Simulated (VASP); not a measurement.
# SiO2 (I-42d) in VASP: a series of runs

The runs below take SiO2 through single point, with LDA.

Everything below comes from runs of VASP 6.6.1. Logs are shortened: lines on timing, memory, paths and dates and some standing lists are left out, and cuts for length are marked.

### Step 1. The cell of the first run

It takes space group I-42d (No. 122, tetragonal). Conventional cell: a = 4.748 Å, b = 4.748 Å, c = 7.488 Å, α = 90.00°, β = 90.00°, γ = 90.00°. Within 2.2 Å of Si (site symmetry -4) lie 4 O at 1.62 Å. Within 2.2 Å of O (site symmetry 2) lie 2 Si at 1.62 Å.

### Step 2. Single point, LDA

The input, INCAR:

```
PREC = Accurate
ENCUT = 520
EDIFF = 1E-7
ISMEAR = 0
SIGMA = 0.02
LREAL = F
LASPH = T
NELM = 60
ALGO = Normal
ISIF = 2
LWAVE = F
LCHARG = F
NBANDS = 25
```

The input, KPOINTS:

```
Automatic mesh
0
Gamma
  1 1 1
```

The input, POSCAR:

```
SiO2
1.0
   -2.3740500000      2.3740500000      3.7440000000
    2.3740500000     -2.3740500000      3.7440000000
    2.3740500000      2.3740500000     -3.7440000000
Si O
2 4
Direct
    0.0000000000      0.0000000000      0.0000000000
    0.7500000000      0.2500000000      0.5000000000
    0.9983800000      0.6250000000      0.8733800000
    0.3750000000      0.2483800000      0.3733800000
    0.7516200000      0.1250000000      0.1266200000
    0.8750000000      0.0016200000      0.6266200000
```

Potentials or basis: VASP PAW LDA potentials, release 64 (Si, O).

Run with:

```
> cat potpaw_LDA.64/Si/POTCAR potpaw_LDA.64/O/POTCAR > POTCAR
> mpirun -np 1 vasp_gam > vasp.out
```

OUTCAR:

```text
PREC = Accurate
   ENCUT = 520
   EDIFF = 1E-7
   ISMEAR = 0
   LREAL = F
   LASPH = T
   NELM = 60
   ISIF = 2

 ion  position               nearest neighbor table
   1  0.000  0.000  0.000-   3 1.62   4 1.62   5 1.62   6 1.62   2 3.02   2 3.02   2 3.02   2 3.02

   2  0.750  0.250  0.500-   3 1.62   4 1.62   5 1.62   6 1.62   1 3.02   1 3.02   1 3.02   1 3.02

   3  0.998  0.625  0.873-   1 1.62   2 1.62
   4  0.375  0.248  0.373-   1 1.62   2 1.62
   5  0.752  0.125  0.127-   1 1.62   2 1.62
   6  0.875  0.002  0.627-   1 1.62   2 1.62

  LATTYP: Found a body centered tetragonal cell.
 ALAT       =     4.7481000000
 C/A-ratio  =     1.5770518734

  Lattice vectors:

 A1 = (  -2.3740500000,   2.3740500000,   3.7440000000)
 A2 = (   2.3740500000,  -2.3740500000,   3.7440000000)
 A3 = (   2.3740500000,   2.3740500000,  -3.7440000000)

Analysis of symmetry for initial positions (statically):
=====================================================================
 Subroutine PRICEL returns:
 Original cell was already a primitive cell.

 Routine SETGRP: Setting up the symmetry group for a
 body centered tetragonal supercell.

 Subroutine GETGRP returns: Found  8 space group operations
 (whereof  4 operations were pure point group operations)
 out of a pool of 16 trial point group operations.

The static configuration has the point symmetry S_4 .
 The point group associated with its full space group is D_2d.

Analysis of symmetry for dynamics (positions and initial velocities):
=====================================================================
 Subroutine PRICEL returns:
 Original cell was already a primitive cell.

 Routine SETGRP: Setting up the symmetry group for a
 body centered tetragonal supercell.

 Subroutine GETGRP returns: Found  8 space group operations
 (whereof  4 operations were pure point group operations)
 out of a pool of 16 trial point group operations.

The dynamic configuration has the point symmetry S_4 .
 The point group associated with its full space group is D_2d.

 Subroutine INISYM returns: Found  8 space group operations
 (whereof  4 operations are pure point group operations),
 and found     1 'primitive' translations

----------------------------------------------------------------------------------------

                                     Primitive cell

  volume of cell :      84.4064

  direct lattice vectors                    reciprocal lattice vectors
    -2.374050000  2.374050000  3.744000000     0.000000000  0.210610560  0.133547009
     2.374050000 -2.374050000  3.744000000     0.210610560  0.000000000  0.133547009
     2.374050000  2.374050000 -3.744000000     0.210610560  0.210610560  0.000000000

  length of vectors
     5.028892801  5.028892801  5.028892801     0.249382460  0.249382460  0.297848310

  position of ions in fractional coordinates (direct lattice)
     0.000000000  0.000000000  0.000000000
     0.750000000  0.250000000  0.500000000
     0.998380000  0.625000000  0.873380000
     0.375000000  0.248380000  0.373380000
     0.751620000  0.125000000  0.126620000
     0.875000000  0.001620000  0.626620000

  ion indices of the primitive-cell ions
   primitive index   ion index
                 1           1
                 2           2
                 3           3
                 4           4
                 5           5
                 6           6

----------------------------------------------------------------------------------------

 KPOINTS: Automatic mesh

Automatic generation of k-mesh.
 Grid dimensions read from file:
 generate k-points for:    1    1    1

 Generating k-lattice:

  Cartesian coordinates                     Fractional coordinates (reciprocal lattice)
     0.000000000  0.210610560  0.133547009     1.000000000 -0.000000000  0.000000000
     0.210610560  0.000000000  0.133547009    -0.000000000  1.000000000  0.000000000
     0.210610560  0.210610560  0.000000000     0.000000000  0.000000000  1.000000000

  Length of vectors
     0.249382460  0.249382460  0.297848310

  Shift w.r.t. Gamma in fractional coordinates (k-lattice)
     0.000000000  0.000000000  0.000000000

 Subroutine IBZKPT returns following result:
 ===========================================

 Found      1 irreducible k-points:

 Following reciprocal coordinates:
            Coordinates               Weight
  0.000000  0.000000  0.000000      1.000000
   k-points           NKPTS =      1   k-points in BZ     NKDIM =      1   number of bands    NBANDS=     25
   number of dos      NEDOS =    301   number of ions     NIONS =      6
   total plane-waves  NPLWV =  64000
   dimension x,y,z NGX =    40 NGY =   40 NGZ =   40
   dimension x,y,z NGXF=    80 NGYF=   80 NGZF=   80
   ions per type =               2   4
   NGX,Y,Z   is equivalent  to a cutoff of  13.22, 13.22, 13.22 a.u.
   NGXF,Y,Z  is equivalent  to a cutoff of  26.45, 26.45, 26.45 a.u.
 SYSTEM =  unknown system
   PREC   = accura    normal or accurate (medium, high low for compatibility)
   ISTART =      0    job   : 0-new  1-cont  2-samecut
   ICHARG =      2    charge: 1-file 2-atom 10-const
   ISPIN  =      1    spin polarized calculation?
   LNONCOLLINEAR =      F non collinear calculations
   LSORBIT =      F    spin-orbit coupling
   LASPH  =      T    aspherical Exc in radial PAW
   ENCUT  =  520.0 eV  38.22 Ry    6.18 a.u.   9.35  9.35  9.35*2*pi/ulx,y,z
   NELM   =     60;   NELMIN=  2; NELMDL= -5     # of ELM steps
   EDIFF  = 0.1E-06   stopping-criterion for ELM
   LREAL  =      F    real-space projection
   EDIFFG = 0.1E-05   stopping-criterion for IOM
   NSW    =      0    number of steps for IOM
   IBRION =     -1    ionic relax: 0-MD 1-quasi-New 2-CG
   NFREE  =      0    steps in history (QN), initial steepest desc. (CG)
   ISIF   =      2    stress and relaxation
   ISYM   =      2    0-nonsym 1-usesym 2-fastsym
   POTIM  = 0.5000    time-step for ionic-motion
   TEBEG  =    0.0;   TEEND  =   0.0 temperature during run
   PSTRESS=    0.0 pullay stress
   NELECT =      32.0000    total number of electrons
   NUPDOWN=      -1.0000    fix difference up-down
   EMIN   =  10.00;   EMAX   =-10.00  energy-range for DOS
   EFERMI =   0.00;   METHOD = LEGACY
   ISMEAR =     0;   SIGMA  =   0.02  broadening in eV -4-tet -1-fermi 0-gaus
   EFERMI_NEDOS =   21; number of points for ismear=-14 and -15
   IALGO  =     38    algorithm
   IMIX   =      4    mixing-type and parameters
     AMIX     =   0.40;   BMIX     =  1.00
     AMIX_MAG =   1.60;   BMIX_MAG =  1.00
  volume/ion in A,a.u.               =      14.07        94.93
  Fermi-wavevector in a.u.,A,eV,Ry     =   1.184858  2.239057 19.101062  1.403888
  Thomas-Fermi vector in A             =   2.321064
   LORBIT       =      0    0 simple, 1 ext, 2 COOP (PROOUT), +10 PAW based schemes
   GGA     = CA    functional components
   LHFCALC =     F    Hartree Fock is set to
   AEXX    =    0.0000 exact exchange contribution
   IVDW    =     0    specifies the selected vdW correction
   LEPSILON=     F    determine dielectric tensor
   LRPA    =     F    only Hartree local field effects (RPA)
 non-spin polarized calculation
 Gauss-broadening in eV      SIGMA  =   0.02
  energy-cutoff  :      520.00
  volume of cell :       84.41
 maximum number of plane-waves:      1159
 NGX is ok and might be reduce to    40
   NGX = 19   NGY = 19   NGZ = 19

 number of electron      32.0000013 magnetization

 Free energy of the ion-electron system (eV)
  ---------------------------------------------------
  ext. energy  EPLUGINS =         0.00000000
  ---------------------------------------------------
  free energy    TOTEN  =       -50.46098280 eV

  energy without entropy =      -50.46098280  energy(sigma->0) =      -50.46098280

 E-fermi :  -0.0460     XC(G=0):  -9.0815

 val. band max:       -0.2252069548   @ k =   0.0000   0.0000   0.0000
 cond. band min:       5.4988632423   @ k =   0.0000   0.0000   0.0000
 fundamental gap:      5.7240701972
 Fermi energy:        -0.0460405561

 k-point     1 :       0.0000    0.0000    0.0000
  band No.  band energies     occupation
      1     -19.1517      2.00000
      2     -16.9369      2.00000
      3     -16.9095      2.00000
      4     -16.9095      2.00000
      5      -9.1423      2.00000
      6      -5.5832      2.00000
      7      -5.5832      2.00000
      8      -5.3185      2.00000
      9      -2.7161      2.00000
     10      -2.3106      2.00000
     11      -1.6188      2.00000
     12      -1.6188      2.00000
     13      -1.5817      2.00000
     14      -1.2229      2.00000
     15      -0.2252      2.00000
     16      -0.2252      2.00000
     17       5.4989      0.00000
     18       8.0539      0.00000
     19      10.6893      0.00000
     20      10.6893      0.00000
     21      10.8087      0.00000
     22      11.1346      0.00000
     23      11.1346      0.00000
     24      13.0664      0.00000
     25      13.4936      0.00000

------------------------ aborting loop because EDIFF is reached ----------------------------------------

  FORCE on cell =-STRESS in cart. coord.  units (eV):
  Direction    XX          YY          ZZ          XY          YZ          ZX
  --------------------------------------------------------------------------------------
  -------------------------------------------------------------------------------------
  Total       -0.3119395     -0.3119395     -2.4119059      0.0000000     -0.0000000      0.0000000
  in kB       -5.9211409     -5.9211409    -45.7820669      0.0000000     -0.0000000      0.0000000
  external PRESSURE =     -19.2081162 kB  Pullay stress =       0.0000000 kB

 VOLUME and BASIS-vectors are now :
 -----------------------------------------------------------------------------
  energy-cutoff  :      520.00
  volume of cell :       84.41
      direct lattice vectors                 reciprocal lattice vectors
    -2.374050000  2.374050000  3.744000000     0.000000000  0.210610560  0.133547009
     2.374050000 -2.374050000  3.744000000     0.210610560  0.000000000  0.133547009
     2.374050000  2.374050000 -3.744000000     0.210610560  0.210610560  0.000000000

 POSITION                                       TOTAL-FORCE (eV/Angst)
 -----------------------------------------------------------------------------------
      0.00000      0.00000      0.00000         0.000000     -0.000000      0.000000
      0.00000      2.37405      1.87200         0.000000     -0.000000      0.000000
      1.18702      2.95987      2.80800         0.000000      0.978701      0.000000
      0.58582      1.18702      0.93600         0.978701     -0.000000      0.000000
     -1.18702      1.78823      2.80800         0.000000     -0.978701      0.000000
     -0.58582      3.56107      0.93600        -0.978701     -0.000000      0.000000
 -----------------------------------------------------------------------------------
    total drift:                                0.000002      0.000002      0.000003

  FREE ENERGIE OF THE ION-ELECTRON SYSTEM (eV)
  ---------------------------------------------------
  free  energy   TOTEN  =       -50.4609828025 eV

  energy  without entropy=      -50.4609828025  energy(sigma->0) =      -50.46098280
```

Run time: 4.3 s. Hardware: 1 thread of Intel Xeon Platinum 8488C (Sapphire Rapids), shared host; peak memory 0.17 GiB.

Results:

- Free energy: -50.4610 eV
- Pressure: -1.9 GPa
- Largest force: 0.979 eV/Å
- Band gap on the k mesh: 5.72 eV

Forces in eV/Å, atoms in the order of the input:
```
Si   0.000  0.000  0.000
Si   0.000  0.000  0.000
O    0.000  0.979  0.000
O    0.979  0.000  0.000
O    0.000 -0.979  0.000
O   -0.979  0.000  0.000
```

Levels at points of the mesh, in eV from the valence-band top:
```tsv
k point	band 12	band 13	band 14	band 15	band 16	band 17	band 18	band 19	band 20	band 21
(0.00, 0.00, 0.00)	-1.39	-1.36	-1.00	0.00	0.00	5.72	8.28	10.91	10.91	11.03
```

Caveat: the k points lie up to 1.87 Å⁻¹ apart. A k mesh can miss the band edges.

[end of part 1 of 2]
